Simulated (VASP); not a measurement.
# Sn (Immm) in VASP: further runs

Runs on Sn. Level: PBEsol. Tasks: single point.

Everything below comes from runs of VASP 6.6.1. Logs are shortened: lines on timing, memory, paths and dates and some standing lists are left out, and cuts for length are marked.

## Step 1: The cell of the first run

Symmetry: Immm, No. 71, orthorhombic system. Conventional cell: a = 3.280 Å, b = 3.374 Å, c = 4.560 Å, α = 90.00°, β = 90.00°, γ = 90.00°. Sn (site symmetry mmm) has 12 Sn at 3.28 to 3.37 Å within 4.3 Å.

## Step 2: Single point, PBEsol (strain -0.050 along x and y, -0.025 along z)

Contents of INCAR:

```
ALGO = Fast
EDIFF = 1E-7
ENCUT = 520
GGA = PS
ISIF = 2
ISMEAR = 0
LASPH = True
LCHARG = False
LREAL = False
LWAVE = False
NBANDS = 13
NELM = 100
PREC = Accurate
SIGMA = 0.15
```

Contents of KPOINTS:

```
k-points
0
Gamma
  20 20 20
```

Contents of POSCAR:

```
Sn
1.0
   -1.6402120500      1.6867696500      2.2798834500
    1.6402120500     -1.6867696500      2.2798834500
    1.6402120500      1.6867696500     -2.2798834500
Sn
1
Direct
    0.0000000000      0.0000000000      0.0000000000
```

Potentials or basis: VASP PAW PBE potentials, release 64 (Sn_d).

On the command line:

```bash
> cat potpaw_PBE.64/Sn_d/POTCAR > POTCAR
> mpirun -np 1 vasp_std > vasp.out
```

OUTCAR:

```text
EDIFF = 1E-7
   ENCUT = 520
   GGA = PS
   ISIF = 2
   ISMEAR = 0
   LASPH = True
   LREAL = False
   NELM = 100
   PREC = Accurate

 ion  position               nearest neighbor table
   1  0.000  0.000  0.000-

  LATTYP: Found a body centered orthorhombic cell.
 ALAT       =     3.2804241000
 B/A-ratio  =     1.0283851103
 C/A-ratio  =     1.3899931110

  Lattice vectors:

 A1 = (  -1.6402120500,   1.6867696500,   2.2798834500)
 A2 = (   1.6402120500,  -1.6867696500,   2.2798834500)
 A3 = (   1.6402120500,   1.6867696500,  -2.2798834500)

Analysis of symmetry for initial positions (statically):
=====================================================================
 Subroutine PRICEL returns:
 Original cell was already a primitive cell.

 Routine SETGRP: Setting up the symmetry group for a
 body centered orthorhombic supercell.

 Subroutine GETGRP returns: Found  8 space group operations
 (whereof  8 operations were pure point group operations)
 out of a pool of  8 trial point group operations.

The static configuration has the point symmetry D_2h.

Analysis of symmetry for dynamics (positions and initial velocities):
=====================================================================
 Subroutine PRICEL returns:
 Original cell was already a primitive cell.

 Routine SETGRP: Setting up the symmetry group for a
 body centered orthorhombic supercell.

 Subroutine GETGRP returns: Found  8 space group operations
 (whereof  8 operations were pure point group operations)
 out of a pool of  8 trial point group operations.

The dynamic configuration has the point symmetry D_2h.

 Subroutine INISYM returns: Found  8 space group operations
 (whereof  8 operations are pure point group operations),
 and found     1 'primitive' translations

----------------------------------------------------------------------------------------

                                     Primitive cell

  volume of cell :      25.2306

  direct lattice vectors                    reciprocal lattice vectors
    -1.640212050  1.686769650  2.279883450     0.000000000  0.296424589  0.219309456
     1.640212050 -1.686769650  2.279883450     0.304838634  0.000000000  0.219309456
     1.640212050  1.686769650 -2.279883450     0.304838634  0.296424589  0.000000000

  length of vectors
     3.276180088  3.276180088  3.276180088     0.368733202  0.375530598  0.425198929

  position of ions in fractional coordinates (direct lattice)
     0.000000000  0.000000000  0.000000000

  ion indices of the primitive-cell ions
   primitive index   ion index
                 1           1

----------------------------------------------------------------------------------------

 KPOINTS: k-points

Automatic generation of k-mesh.
 Grid dimensions read from file:
 generate k-points for:   20   20   20

 Generating k-lattice:

  Cartesian coordinates                     Fractional coordinates (reciprocal lattice)
     0.000000000  0.014821229  0.010965473     0.050000000  0.000000000 -0.000000000
     0.015241932  0.000000000  0.010965473     0.000000000  0.050000000 -0.000000000
     0.015241932  0.014821229  0.000000000     0.000000000  0.000000000  0.050000000

  Length of vectors
     0.018436660  0.018776530  0.021259946

  Shift w.r.t. Gamma in fractional coordinates (k-lattice)
     0.000000000  0.000000000  0.000000000

 Subroutine IBZKPT returns following result:
 ===========================================

 Found   1166 irreducible k-points:

 Following reciprocal coordinates:
            Coordinates               Weight
  0.000000  0.000000  0.000000      1.000000
  0.050000  0.000000 -0.000000      4.000000
  0.100000  0.000000 -0.000000      4.000000
  0.150000  0.000000 -0.000000      4.000000
  0.200000  0.000000 -0.000000      4.000000
  0.250000  0.000000 -0.000000      4.000000
[... 16 lines left out ...]
 -0.450000  0.050000  0.000000      8.000000
 -0.400000  0.050000  0.000000      8.000000
 [... further k-points ...]
   k-points           NKPTS =   1166   k-points in BZ     NKDIM =   1166   number of bands    NBANDS=     13
   number of dos      NEDOS =    301   number of ions     NIONS =      1
   total plane-waves  NPLWV =  13824
   dimension x,y,z NGX =    24 NGY =   24 NGZ =   24
   dimension x,y,z NGXF=    48 NGYF=   48 NGZF=   48
   ions per type =               1
   NGX,Y,Z   is equivalent  to a cutoff of  12.18, 12.18, 12.18 a.u.
   NGXF,Y,Z  is equivalent  to a cutoff of  24.36, 24.36, 24.36 a.u.
 SYSTEM =  unknown system
   PREC   = accura    normal or accurate (medium, high low for compatibility)
   ISTART =      0    job   : 0-new  1-cont  2-samecut
   ICHARG =      2    charge: 1-file 2-atom 10-const
   ISPIN  =      1    spin polarized calculation?
   LNONCOLLINEAR =      F non collinear calculations
   LSORBIT =      F    spin-orbit coupling
   LASPH  =      T    aspherical Exc in radial PAW
   ENCUT  =  520.0 eV  38.22 Ry    6.18 a.u.   6.09  6.09  6.09*2*pi/ulx,y,z
   NELM   =    100;   NELMIN=  2; NELMDL= -5     # of ELM steps
   EDIFF  = 0.1E-06   stopping-criterion for ELM
   LREAL  =      F    real-space projection
   EDIFFG = 0.1E-05   stopping-criterion for IOM
   NSW    =      0    number of steps for IOM
   IBRION =     -1    ionic relax: 0-MD 1-quasi-New 2-CG
   NFREE  =      0    steps in history (QN), initial steepest desc. (CG)
   ISIF   =      2    stress and relaxation
   ISYM   =      2    0-nonsym 1-usesym 2-fastsym
   POTIM  = 0.5000    time-step for ionic-motion
   TEBEG  =    0.0;   TEEND  =   0.0 temperature during run
   PSTRESS=    0.0 pullay stress
   NELECT =      14.0000    total number of electrons
   NUPDOWN=      -1.0000    fix difference up-down
   EMIN   =  10.00;   EMAX   =-10.00  energy-range for DOS
   EFERMI =   0.00;   METHOD = LEGACY
   ISMEAR =     0;   SIGMA  =   0.15  broadening in eV -4-tet -1-fermi 0-gaus
   EFERMI_NEDOS =   21; number of points for ismear=-14 and -15
   IALGO  =     68    algorithm
   IMIX   =      4    mixing-type and parameters
     AMIX     =   0.40;   BMIX     =  1.00
     AMIX_MAG =   1.60;   BMIX_MAG =  1.00
  volume/ion in A,a.u.               =      25.23       170.26
  Fermi-wavevector in a.u.,A,eV,Ry     =   1.345266  2.542183 24.623001  1.809740
  Thomas-Fermi vector in A             =   2.473192
   LORBIT       =      0    0 simple, 1 ext, 2 COOP (PROOUT), +10 PAW based schemes
   GGA     = PS    functional components
   LHFCALC =     F    Hartree Fock is set to
   AEXX    =    0.0000 exact exchange contribution
   IVDW    =     0    specifies the selected vdW correction
   LEPSILON=     F    determine dielectric tensor
   LRPA    =     F    only Hartree local field effects (RPA)
 non-spin polarized calculation
 RMM-DIIS sequential band-by-band and
 Gauss-broadening in eV      SIGMA  =   0.15
  energy-cutoff  :      520.00
  volume of cell :       25.23
 maximum number of plane-waves:       693
   NGX = 13   NGY = 13   NGZ = 13

 number of electron      14.0000003 magnetization

 Free energy of the ion-electron system (eV)
  ---------------------------------------------------
  ext. energy  EPLUGINS =         0.00000000
  ---------------------------------------------------
  free energy    TOTEN  =        -4.22301699 eV

  energy without entropy =       -4.21604051  energy(sigma->0) =       -4.21952875

 E-fermi :   8.9430     XC(G=0): -10.8557

 val. band max:        8.9418175386   @ k =   0.5000   0.5000   0.2000
 cond. band min:       8.9437863927   @ k =  -0.4000  -0.3000   0.3000
 fundamental gap:      0.0019688542
 Fermi energy:         8.9429546278

 k-point     1 :       0.0000    0.0000    0.0000
  band No.  band energies     occupation
      1     -12.5978      2.00000
      2     -12.5782      2.00000
      3     -12.5660      2.00000
      4     -12.4932      2.00000
      5     -12.4651      2.00000
      6      -2.8053      2.00000
      7      16.9144      0.00000
      8      17.1314      0.00000
      9      17.6013      0.00000
     10      19.6759      0.00000
     11      20.8446      0.00000
     12      21.2731      0.00000
     13      21.5878      0.00000

 k-point     2 :       0.0500    0.0000   -0.0000
  band No.  band energies     occupation
      1     -12.5963      2.00000
      2     -12.5756      2.00000
      3     -12.5653      2.00000
      4     -12.4930      2.00000
      5     -12.4653      2.00000
      6      -2.7515      2.00000
      7      16.2721      0.00000
      8      16.9887      0.00000
      9      17.4869      0.00000
     10      19.4367      0.00000
     11      21.1874      0.00000
     12      21.7585      0.00000
     13      21.9549      0.00000

 k-point     3 :       0.1000    0.0000   -0.0000
  band No.  band energies     occupation
      1     -12.5925      2.00000
      2     -12.5686      2.00000
      3     -12.5631      2.00000
      4     -12.4913      2.00000
      5     -12.4655      2.00000
      6      -2.5900      2.00000
      7      14.7791      0.00000
      8      16.8021      0.00000
      9      17.1949      0.00000
     10      19.2454      0.00000
     11      21.5903      0.00000
     12      22.1897      0.00000
     13      23.1980      0.00000
[... 305 lines left out ...]
 k-point    23 :      -0.4500    0.0500    0.0000
  band No.  band energies     occupation
      1     -12.5854      2.00000
      2     -12.5727      2.00000
      3     -12.5623      2.00000
      4     -12.4029      2.00000
      5     -12.3847      2.00000
      6       1.1663      2.00000
      7       4.7911      2.00000
      8      14.8306      0.00000
      9      15.1813      0.00000
     10      18.3982      0.00000
     11      20.3694      0.00000
     12      20.7200      0.00000
     13      21.2147      0.00000

 k-point    24 :      -0.4000    0.0500    0.0000
  band No.  band energies     occupation
      1     -12.5849      2.00000
      2     -12.5691      2.00000
      3     -12.5592      2.00000
      4     -12.4146      2.00000
      5     -12.3969      2.00000
      6       0.3697      2.00000
      7       5.9882      2.00000
      8      14.9904      0.00000
      9      15.2599      0.00000
     10      18.4481      0.00000
     11      20.4066      0.00000
     12      20.9342      0.00000
     13      21.6327      0.00000

 [... further k-points ...]

------------------------ aborting loop because EDIFF is reached ----------------------------------------

  FORCE on cell =-STRESS in cart. coord.  units (eV):
  Direction    XX          YY          ZZ          XY          YZ          ZX
  --------------------------------------------------------------------------------------
  -------------------------------------------------------------------------------------
  Total        0.5815165      0.3815104      0.4713880      0.0000000      0.0000000      0.0000000
  in kB       36.9270169     24.2263822     29.9337198      0.0000000      0.0000000      0.0000000
  external PRESSURE =      30.3623730 kB  Pullay stress =       0.0000000 kB

 VOLUME and BASIS-vectors are now :
 -----------------------------------------------------------------------------
  energy-cutoff  :      520.00
  volume of cell :       25.23
      direct lattice vectors                 reciprocal lattice vectors
    -1.640212050  1.686769650  2.279883450     0.000000000  0.296424589  0.219309456
     1.640212050 -1.686769650  2.279883450     0.304838634  0.000000000  0.219309456
     1.640212050  1.686769650 -2.279883450     0.304838634  0.296424589  0.000000000

 POSITION                                       TOTAL-FORCE (eV/Angst)
 -----------------------------------------------------------------------------------
      0.00000      0.00000      0.00000        -0.000000      0.000000     -0.000000
 -----------------------------------------------------------------------------------
    total drift:                                0.000000      0.000000      0.000000

  FREE ENERGIE OF THE ION-ELECTRON SYSTEM (eV)
  ---------------------------------------------------
  free  energy   TOTEN  =        -4.2230169885 eV

  energy  without entropy=       -4.2160405061  energy(sigma->0) =       -4.21952875
```

Run time: 1.8 min. Hardware: 1 thread of Intel Xeon 6975P-C (Granite Rapids), shared host; peak memory 0.43 GiB.

What came out:

```yaml
Free_energy: -4.2230 eV
Pressure: 3.0 GPa
Band_gap_on_the_k_mesh: zero (bands 7 and 8 overlap by 10.22 eV)
```

Caveat: the cell differs from its parent crystal (strain -0.050 along x and y, -0.025 along z); the cell stands under pressure; the PAW data sets were made with another functional, which shifts forces and pressure a little; spin-orbit coupling is left out, which moves the levels of the heavy elements.

## Step 3: Single point, PBEsol (strain -0.050 along x and y, +0.025 along z)

Contents of INCAR:

```
  ALGO = Fast
  EDIFF = 1E-7
  ENCUT = 520
  GGA = PS
  ISIF = 2
  ISMEAR = 0
  LASPH = T
  LCHARG = T
  LELF = T
  LREAL = F
  LVHAR = T
  LWAVE = F
  NBANDS = 13
  NELM = 100
  PREC = Accurate
  SIGMA = 0.15
```

KPOINTS is that of step 2.

Contents of POSCAR:

```
Sn
1.0
   -1.6402120500      1.6867696500      2.3968005500
    1.6402120500     -1.6867696500      2.3968005500
    1.6402120500      1.6867696500     -2.3968005500
Sn
1
Direct
    0.0000000000      0.0000000000      0.0000000000
```

Potentials or basis: VASP PAW PBE potentials, release 64 (Sn_d).

On the command line:

```bash
> cat potpaw_PBE.64/Sn_d/POTCAR > POTCAR
> mpirun -np 1 vasp_std > vasp.out
```

Wall time 3.8 min (1 thread of Intel Xeon 6975P-C (Granite Rapids), shared host); peak memory 0.47 GiB.

The run converged. Its results:

```
Free energy            : -4.2354 eV
Pressure               : -0.1 GPa
Band gap on the k mesh : zero (bands 7 and 8 overlap by 9.66 eV)
```

Stress tensor (GPa, compression positive):
```
 0.25  0.00  0.00
 0.00 -0.51  0.00
 0.00  0.00  0.09
```

Levels at points of the mesh, in eV from the Fermi level:
```csv
k point,band 3,band 4,band 5,band 6,band 7,band 8,band 9,band 10,band 11,band 12
"(0.00, 0.00, 0.00)",-21.47,-21.40,-21.39,-11.35,7.52,7.84,8.21,10.68,11.65,11.86
"(0.50, 0.00, 0.00)",-21.46,-21.32,-21.31,-7.02,-4.83,5.79,6.32,10.13,10.21,11.01
"(0.00, 0.50, 0.00)",-21.47,-21.32,-21.30,-6.72,-4.76,5.64,5.83,9.89,10.23,10.62
"(0.50, 0.50, 0.00)",-21.32,-21.30,-21.28,-4.80,-3.71,1.92,2.05,5.35,5.74,20.02
"(0.50, 0.50, 0.50)",-21.32,-21.29,-21.29,-5.10,-3.87,1.87,2.59,5.41,6.18,20.44
```

Caveat: the cell differs from its parent crystal (strain -0.050 along x and y, +0.025 along z); the PAW data sets were made with another functional, which shifts forces and pressure a little; spin-orbit coupling is left out, which moves the levels of the heavy elements.
